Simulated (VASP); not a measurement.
# TaN: single point with PBE

TaN:

```
Ta N
1.0
     2.93800    0.00000    0.00000
    -1.46900    2.54438    0.00000
     0.00000    0.00000    2.88300
Ta N
1 1
Cartesian
  0.0000 1.6963 1.4415
  0.1247 0.0830 -0.0072
```

```yaml
Program: VASP 6.6.1
Task: single point
Functional: PBE
Potentials_or_basis: VASP PAW PBE potentials, release 64 (Ta_pv, N)
Cutoff: 520 eV
k_mesh: 12 × 12 × 10
Occupations: gaussian, width 0.05 eV
Spin: no spin polarisation
```

```yaml
Pressure: 8.2 GPa
Largest_force: 1.792 eV/Å
Band_gap_on_the_k_mesh: zero (bands 8 and 9 overlap by 0.30 eV)
```

Forces on the atoms (eV/Å):
```
Ta   1.471  1.017 -0.110
N   -1.471 -1.017  0.110
```

Stress tensor (GPa, compression positive):
```
 6.00 -1.10 -0.27
-1.10  7.92 -0.19
-0.27 -0.19 10.63
```

Levels at points of the mesh, in eV from the Fermi level:
| k point | band 4 | band 5 | band 6 | band 7 | band 8 | band 9 | band 10 | band 11 | band 12 | band 13 |
| --- | --- | --- | --- | --- | --- | --- | --- | --- | --- | --- |
| (0.00, 0.00, 0.00) | -17.87 | -4.92 | -4.45 | -4.10 | -3.04 | 1.74 | 2.77 | 3.75 | 4.11 | 4.50 |
| (0.50, 0.00, 0.00) | -15.88 | -7.96 | -4.81 | -3.59 | -3.35 | 2.81 | 4.04 | 4.07 | 5.33 | 7.48 |
| (0.00, 0.50, 0.00) | -15.39 | -8.60 | -5.59 | -4.35 | -2.35 | 2.92 | 3.90 | 5.19 | 6.01 | 7.27 |
| (0.50, 0.50, 0.00) | -15.42 | -8.56 | -5.55 | -4.43 | -2.27 | 2.89 | 3.90 | 5.21 | 5.92 | 7.27 |
| (0.00, 0.00, 0.50) | -15.21 | -9.43 | -4.63 | -2.98 | -0.42 | -0.11 | 2.03 | 2.54 | 4.62 | 8.09 |
| (0.50, 0.00, 0.50) | -15.52 | -7.79 | -6.75 | -6.16 | 0.19 | 4.05 | 5.25 | 5.89 | 7.72 | 9.13 |
| (0.00, 0.50, 0.50) | -16.08 | -7.12 | -6.04 | -5.46 | -0.82 | 3.72 | 5.27 | 5.97 | 6.89 | 10.52 |
| (0.50, 0.50, 0.50) | -16.05 | -7.16 | -6.08 | -5.48 | -0.78 | 3.66 | 5.26 | 5.97 | 6.94 | 10.40 |

It took 6.8 min on 1 thread of AMD EPYC 7R13, on a shared host, peak memory 0.31 GiB.

Caveat: the cell stands under pressure; spin-orbit coupling is left out, which moves the levels of the heavy elements; forces of over 1 eV/Å act on the atoms, so gaps and moduli don't describe the material at rest.
